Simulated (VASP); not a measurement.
# Ti (Fm-3m) in VASP: notebook

Runs on Ti. Level: PBE. Tasks: single point.

All numbers are computed with VASP 6.6.1; they aren't measurements. Logs are shortened: lines on timing, memory, paths and dates and some standing lists are left out, and cuts for length are marked.

### Step 1. The cell of the first run

It takes space group Fm-3m (No. 225, cubic). Conventional cell: a = 4.073 Å, b = 4.073 Å, c = 4.073 Å, α = 90.00°, β = 90.00°, γ = 90.00°. Ti (site symmetry m-3m) has 12 Ti at 2.88 Å within 3.8 Å.

### Step 2. Single point, PBE

INCAR reads:

```
SYSTEM = Ti
PREC = Accurate
ENCUT = 500
EDIFF = 1E-6
ISMEAR = -1
SIGMA = 0.1
LREAL = .FALSE.
LASPH = .TRUE.
NELM = 120
ALGO = Normal
ISIF = 2
LWAVE = .FALSE.
LCHARG = .FALSE.
GGA = PE
NBANDS = 12
GGA_COMPAT = .FALSE.
```

KPOINTS reads:

```
Automatic mesh
0
G
  10 10 10
  0 0 0
```

POSCAR reads:

```
Ti
1.0
    0.0000000000      2.0367442356      2.0367442356
    2.0367442356      0.0000000000      2.0367442356
    2.0367442356      2.0367442356      0.0000000000
Ti
1
Direct
    0.0000000000      0.0000000000      0.0000000000
```

Potentials or basis: VASP PAW PBE potentials, release 64 (Ti_sv).

Run with:

```bash
> cat potpaw_PBE.64/Ti_sv/POTCAR > POTCAR
> mpirun -np 1 vasp_std > vasp.out
```

OUTCAR:

```text
SYSTEM = Ti
   PREC = Accurate
   ENCUT = 500
   EDIFF = 1E-6
   ISMEAR = -1
   LREAL = .FALSE.
   LASPH = .TRUE.
   NELM = 120
   ISIF = 2
   GGA = PE

 ion  position               nearest neighbor table
   1  0.000  0.000  0.000-

  LATTYP: Found a face centered cubic cell.
 ALAT       =     4.0734884712

  Lattice vectors:

 A1 = (   0.0000000000,   2.0367442356,   2.0367442356)
 A2 = (   2.0367442356,   0.0000000000,   2.0367442356)
 A3 = (   2.0367442356,   2.0367442356,   0.0000000000)

Analysis of symmetry for initial positions (statically):
=====================================================================
 Subroutine PRICEL returns:
 Original cell was already a primitive cell.

 Routine SETGRP: Setting up the symmetry group for a
 face centered cubic supercell.

 Subroutine GETGRP returns: Found 48 space group operations
 (whereof 48 operations were pure point group operations)
 out of a pool of 48 trial point group operations.

The static configuration has the point symmetry O_h .

Analysis of symmetry for dynamics (positions and initial velocities):
=====================================================================
 Subroutine PRICEL returns:
 Original cell was already a primitive cell.

 Routine SETGRP: Setting up the symmetry group for a
 face centered cubic supercell.

 Subroutine GETGRP returns: Found 48 space group operations
 (whereof 48 operations were pure point group operations)
 out of a pool of 48 trial point group operations.

The dynamic configuration has the point symmetry O_h .

 Subroutine INISYM returns: Found 48 space group operations
 (whereof 48 operations are pure point group operations),
 and found     1 'primitive' translations

----------------------------------------------------------------------------------------

                                     Primitive cell

  volume of cell :      16.8982

  direct lattice vectors                    reciprocal lattice vectors
     0.000000000  2.036744236  2.036744236    -0.245489832  0.245489832  0.245489832
     2.036744236  0.000000000  2.036744236     0.245489832 -0.245489832  0.245489832
     2.036744236  2.036744236  0.000000000     0.245489832  0.245489832 -0.245489832

  length of vectors
     2.880391321  2.880391321  2.880391321     0.425200862  0.425200862  0.425200862

  position of ions in fractional coordinates (direct lattice)
     0.000000000  0.000000000  0.000000000

  ion indices of the primitive-cell ions
   primitive index   ion index
                 1           1

----------------------------------------------------------------------------------------

 KPOINTS: Automatic mesh

Automatic generation of k-mesh.
 Grid dimensions read from file:
 generate k-points for:   10   10   10

 Generating k-lattice:

  Cartesian coordinates                     Fractional coordinates (reciprocal lattice)
    -0.024548983  0.024548983  0.024548983     0.100000000  0.000000000  0.000000000
     0.024548983 -0.024548983  0.024548983     0.000000000  0.100000000  0.000000000
     0.024548983  0.024548983 -0.024548983     0.000000000  0.000000000  0.100000000

  Length of vectors
     0.042520086  0.042520086  0.042520086

  Shift w.r.t. Gamma in fractional coordinates (k-lattice)
     0.000000000  0.000000000  0.000000000

 Subroutine IBZKPT returns following result:
 ===========================================

 Found     47 irreducible k-points:

 Following reciprocal coordinates:
            Coordinates               Weight
  0.000000  0.000000  0.000000      1.000000
  0.100000  0.000000  0.000000      8.000000
  0.200000  0.000000  0.000000      8.000000
  0.300000  0.000000  0.000000      8.000000
  0.400000  0.000000  0.000000      8.000000
  0.500000  0.000000  0.000000      4.000000
[... 16 lines left out ...]
  0.300000  0.300000  0.000000      6.000000
  0.400000  0.300000  0.000000     24.000000
 [... further k-points ...]
   k-points           NKPTS =     47   k-points in BZ     NKDIM =     47   number of bands    NBANDS=     12
   number of dos      NEDOS =    301   number of ions     NIONS =      1
   total plane-waves  NPLWV =  13824
   dimension x,y,z NGX =    24 NGY =   24 NGZ =   24
   dimension x,y,z NGXF=    48 NGYF=   48 NGZF=   48
   ions per type =               1
   NGX,Y,Z   is equivalent  to a cutoff of  13.85, 13.85, 13.85 a.u.
   NGXF,Y,Z  is equivalent  to a cutoff of  27.70, 27.70, 27.70 a.u.
 SYSTEM =  Ti
   PREC   = accura    normal or accurate (medium, high low for compatibility)
   ISTART =      0    job   : 0-new  1-cont  2-samecut
   ICHARG =      2    charge: 1-file 2-atom 10-const
   ISPIN  =      1    spin polarized calculation?
   LNONCOLLINEAR =      F non collinear calculations
   LSORBIT =      F    spin-orbit coupling
   LASPH  =      T    aspherical Exc in radial PAW
   ENCUT  =  500.0 eV  36.75 Ry    6.06 a.u.   5.25  5.25  5.25*2*pi/ulx,y,z
   NELM   =    120;   NELMIN=  2; NELMDL= -5     # of ELM steps
   EDIFF  = 0.1E-05   stopping-criterion for ELM
   LREAL  =      F    real-space projection
   EDIFFG = 0.1E-04   stopping-criterion for IOM
   NSW    =      0    number of steps for IOM
   IBRION =     -1    ionic relax: 0-MD 1-quasi-New 2-CG
   NFREE  =      0    steps in history (QN), initial steepest desc. (CG)
   ISIF   =      2    stress and relaxation
   ISYM   =      2    0-nonsym 1-usesym 2-fastsym
   POTIM  = 0.5000    time-step for ionic-motion
   TEBEG  =    0.0;   TEEND  =   0.0 temperature during run
   PSTRESS=    0.0 pullay stress
   NELECT =      12.0000    total number of electrons
   NUPDOWN=      -1.0000    fix difference up-down
   EMIN   =  10.00;   EMAX   =-10.00  energy-range for DOS
   EFERMI =   0.00;   METHOD = LEGACY
   ISMEAR =    -1;   SIGMA  =   0.10  broadening in eV -4-tet -1-fermi 0-gaus
   EFERMI_NEDOS =   21; number of points for ismear=-14 and -15
   IALGO  =     38    algorithm
   IMIX   =      4    mixing-type and parameters
     AMIX     =   0.40;   BMIX     =  1.00
     AMIX_MAG =   1.60;   BMIX_MAG =  1.00
  volume/ion in A,a.u.               =      16.90       114.03
  Fermi-wavevector in a.u.,A,eV,Ry     =   1.460569  2.760075 29.024790  2.133262
  Thomas-Fermi vector in A             =   2.577003
   LORBIT       =      0    0 simple, 1 ext, 2 COOP (PROOUT), +10 PAW based schemes
   GGA     = PE    functional components
   LHFCALC =     F    Hartree Fock is set to
   AEXX    =    0.0000 exact exchange contribution
   IVDW    =     0    specifies the selected vdW correction
   LEPSILON=     F    determine dielectric tensor
   LRPA    =     F    only Hartree local field effects (RPA)
 non-spin polarized calculation
  energy-cutoff  :      500.00
  volume of cell :       16.90
 maximum number of plane-waves:       444
 NGX is ok and might be reduce to    24
   NGX = 11   NGY = 11   NGZ = 11

 number of electron      12.0000002 magnetization

 Free energy of the ion-electron system (eV)
  ---------------------------------------------------
  ext. energy  EPLUGINS =         0.00000000
  ---------------------------------------------------
  free energy    TOTEN  =        -7.80089213 eV

  energy without entropy =       -7.74534355  energy(sigma->0) =       -7.77311784

 E-fermi :   8.5201     XC(G=0): -11.6273

 val. band max:        8.5167370200   @ k =  -0.2000   0.1000   0.0000
 cond. band min:       8.5848596535   @ k =   0.5000   0.1000   0.0000
 fundamental gap:      0.0681226335
 Fermi energy:         8.5201153252

 k-point     1 :       0.0000    0.0000    0.0000
  band No.  band energies     occupation
      1     -48.1393      2.00000
      2     -23.9662      2.00000
      3     -23.9662      2.00000
      4     -23.9662      2.00000
      5       2.3535      2.00000
      6       9.4132      0.00026
      7       9.4132      0.00026
      8       9.4132      0.00026
      9      11.1069      0.00000
     10      11.1069      0.00000
     11      23.9151      0.00000
     12      28.5245      0.00000

 k-point     2 :       0.1000    0.0000    0.0000
  band No.  band energies     occupation
      1     -48.1265      2.00000
      2     -24.0385      2.00000
      3     -23.9752      2.00000
      4     -23.9752      2.00000
      5       2.6823      2.00000
      6       9.2143      0.00193
      7       9.5266      0.00009
      8       9.5266      0.00009
      9      11.0372      0.00000
     10      11.0372      0.00000
     11      24.1524      0.00000
     12      26.4920      0.00000

 k-point     3 :       0.2000    0.0000    0.0000
  band No.  band energies     occupation
      1     -48.0926      2.00000
      2     -24.2251      2.00000
      3     -23.9986      2.00000
      4     -23.9986      2.00000
      5       3.5885      2.00000
      6       8.7821      0.13572
      7       9.6943      0.00002
      8       9.6943      0.00002
      9      11.0298      0.00000
     10      11.0298      0.00000
     11      23.0837      0.00000
     12      24.9347      0.00000
[... 286 lines left out ...]
 k-point    23 :       0.3000    0.3000    0.0000
  band No.  band energies     occupation
      1     -48.0214      2.00000
      2     -24.4256      2.00000
      3     -24.1343      2.00000
      4     -24.1343      2.00000
      5       5.3344      2.00000
      6       7.5205      1.99991
      7       9.6269      0.00003
      8      11.0718      0.00000
      9      11.0718      0.00000
     10      11.8075      0.00000
     11      23.3342      0.00000
     12      23.5214      0.00000

 k-point    24 :       0.4000    0.3000    0.0000
  band No.  band energies     occupation
      1     -47.9943      2.00000
      2     -24.5202      2.00000
      3     -24.1862      2.00000
      4     -24.1628      2.00000
      5       5.9013      2.00000
      6       7.2753      1.99999
      7       9.5263      0.00009
      8      11.2166      0.00000
      9      12.0344      0.00000
     10      12.1558      0.00000
     11      21.0641      0.00000
     12      22.2644      0.00000

 [... further k-points ...]
[... 5 lines left out ...]
  --------------------------------------------------------------------------------------
  -------------------------------------------------------------------------------------
  Total        0.3264859      0.3264859      0.3264859      0.0000000      0.0000000      0.0000000
  in kB       30.9553383     30.9553383     30.9553383      0.0000000      0.0000000      0.0000000
  external PRESSURE =      30.9553383 kB  Pullay stress =       0.0000000 kB

 VOLUME and BASIS-vectors are now :
 -----------------------------------------------------------------------------
  energy-cutoff  :      500.00
  volume of cell :       16.90
      direct lattice vectors                 reciprocal lattice vectors
     0.000000000  2.036744236  2.036744236    -0.245489832  0.245489832  0.245489832
     2.036744236  0.000000000  2.036744236     0.245489832 -0.245489832  0.245489832
     2.036744236  2.036744236  0.000000000     0.245489832  0.245489832 -0.245489832

 POSITION                                       TOTAL-FORCE (eV/Angst)
 -----------------------------------------------------------------------------------
      0.00000      0.00000      0.00000        -0.000000     -0.000000     -0.000000
 -----------------------------------------------------------------------------------
    total drift:                                0.000000      0.000000      0.000000

  FREE ENERGIE OF THE ION-ELECTRON SYSTEM (eV)
  ---------------------------------------------------
  free  energy   TOTEN  =        -7.8008921332 eV

  energy  without entropy=       -7.7453435528  energy(sigma->0) =       -7.77311784
```

Run time: 12 s. Hardware: 1 thread of Intel Xeon 8259CL, shared host; peak memory 0.14 GiB.

Results:

- Free energy: -7.8009 eV
- Pressure: 3.1 GPa
- Band gap on the k mesh: zero (band 6 reaches 9.41 eV, above the bottom of band 7 at 8.25 eV)

### Step 3. Single point, PBE

This run uses another cell than the first one, of 17.40 Å³/atom, 1.030 times its volume.

INCAR reads:

```
PREC = Accurate ; ENCUT = 500
EDIFF = 1E-6 ; ISMEAR = -1
SIGMA = 0.1 ; LREAL = False
LASPH = True ; NELM = 120
ALGO = Normal ; ISIF = 2
LWAVE = False ; LCHARG = False
GGA = PE ; NBANDS = 12
GGA_COMPAT = False
```

KPOINTS reads:

```
regular mesh
0
Gamma
  10 10 10
```

POSCAR reads:

```
Ti
1.0
    0.0000000000      2.0567135898      2.0567135898
    2.0567135898      0.0000000000      2.0567135898
    2.0567135898      2.0567135898      0.0000000000
Ti
1
Direct
    0.0000000000      0.0000000000      0.0000000000
```

Potentials or basis: VASP PAW PBE potentials, release 64 (Ti_sv).

Run with:

```bash
> cat potpaw_PBE.64/Ti_sv/POTCAR > POTCAR
> mpirun -np 1 vasp_std > vasp.out
```

Wall time 13 s (1 thread of Intel Xeon 8259CL, shared host); peak memory 0.14 GiB.

Results (log left out):

```
Free energy            : -7.8057 eV
Pressure               : -0.1 GPa
Band gap on the k mesh : zero (band 6 reaches 9.08 eV, above the bottom of band 7 at 7.94 eV)
```

Levels at points of the mesh, in eV from the Fermi level:
```tsv
k point	band 4	band 5	band 6	band 7	band 8	band 9
(0.00, 0.00, 0.00)	-32.57	-6.10	0.88	0.88	0.88	2.50
(0.50, 0.00, 0.00)	-32.66	-2.58	0.62	0.76	0.76	3.57
(0.50, 0.50, 0.00)	-32.80	-2.57	-1.70	2.83	3.56	3.84
```

(Part 1 of 2 ends here.)
